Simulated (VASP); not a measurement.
Write the native input for VASP 6.6.1 that does the following.

| Item | Value |
| --- | --- |
| Task | single point |
| Functional | PBEsol |
| Potentials or basis | VASP PAW PBE potentials, release 64 (Pb_d, O) |
| Cutoff | 520 eV |
| k mesh | 8 × 8 × 6 |
| Occupations | gaussian, width 0.05 eV |
| Spin | no spin polarisation |
| Dipole correction | no |
| Further INCAR settings | ALGO = Normal; EDIFF = 1e-06; NBANDS = 28 |

The structure of PbO lies in POSCAR:

```
PbO
1.0
    3.9147840000      0.0000000000      0.0000000000
    0.0000000000      3.9147840000      0.0000000000
    0.0000000000      0.0000000000      4.9466700000
Pb O
2 2
Direct
    0.0000000000      0.5000000000      0.2351000000
    0.5000000000      0.0000000000      0.7649000000
    0.0000000000      0.0000000000      0.0000000000
    0.5000000000      0.5000000000      0.0000000000
```

This cell differs from its parent crystal: strain -0.015 along x and y, -0.015 along z.

These files were run (other wordings do the same):

INCAR

```
PREC     = Accurate       # precision mode
ENCUT    = 520            # plane-wave cutoff, eV
EDIFF    = 1E-6           # SCF threshold, eV
ISMEAR   = 0              # smearing method
SIGMA    = 0.05           # smearing width, eV
LREAL    = F              # projectors in reciprocal space
LASPH    = T              # aspherical terms in the spheres
NELM     = 60             # most SCF steps
ALGO     = Normal         # electronic algorithm
ISIF     = 2              # what is computed and relaxed
LWAVE    = F              # write WAVECAR
LCHARG   = F              # write CHGCAR
GGA      = PS             # functional
NBANDS   = 28             # bands
```

KPOINTS

```
Automatic mesh
0
Gamma
  8 8 6
```

Potentials or basis: VASP PAW PBE potentials, release 64 (Pb_d, O).

The run is started by

```sh
$ cat potpaw_PBE.64/Pb_d/POTCAR potpaw_PBE.64/O/POTCAR > POTCAR
$ mpirun -np 1 vasp_std > vasp.out
```

Results of the run:

| Item | Value |
| --- | --- |
| Pressure | 5.4 GPa |
| Largest force | 0.832 eV/Å |
| Band gap on the k mesh | 1.10 eV, indirect (least direct gap 2.29 eV) |

Caveat: the cell differs from its parent crystal (strain -0.015 along x and y, -0.015 along z); the PAW data sets were made with another functional, which shifts forces and pressure a little; spin-orbit coupling is left out, which moves the levels of the heavy elements.

It took 3.1 min on 1 thread of AMD EPYC 7R13 (shared host), peak memory 0.22 GiB.
